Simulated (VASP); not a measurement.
Set up this calculation in VASP 6.6.1, as the native input.

```yaml
Task: single point
Functional: LDA
Potentials_or_basis: VASP PAW LDA potentials, release 64 (Au)
Cutoff: 520 eV
k_mesh: 19 × 19 × 19
Occupations: fermi-dirac, width 0.05 eV
Spin: no spin polarisation
Dipole_correction: no
Further_INCAR_settings: ALGO = Normal; EDIFF = 1e-06; NBANDS = 12
```

The structure of Au lies in POSCAR:

```
Au
1.0
   -1.4335760051      1.4335760051      1.4335760051
    1.4335760051     -1.4335760051      1.4335760051
    1.4335760051      1.4335760051     -1.4335760051
Au
1
Direct
    0.0000000000      0.0000000000      0.0000000000
```

One way to write it, as run:

INCAR

```
PREC = Accurate ; ENCUT = 520
EDIFF = 1E-6 ; ISMEAR = -1
SIGMA = 0.05 ; LREAL = False
LASPH = True ; NELM = 80
ALGO = Normal ; ISIF = 2
LWAVE = False ; LCHARG = False
GGA = CA ; NBANDS = 12
```

KPOINTS

```
regular mesh
0
Gamma
  19 19 19
```

Potentials or basis: VASP PAW LDA potentials, release 64 (Au).

Launch:

```console
$ cat potpaw_LDA.64/Au/POTCAR > POTCAR
$ mpirun -np 1 vasp_std > vasp.out
```

It gave:

* Pressure: 172.9 GPa

Run time: 18 s on 1 thread of Intel(R) Xeon(R) Platinum 8375C CPU @ 2.90GHz (Ice Lake) (shared host), peak memory 0.14 GiB.
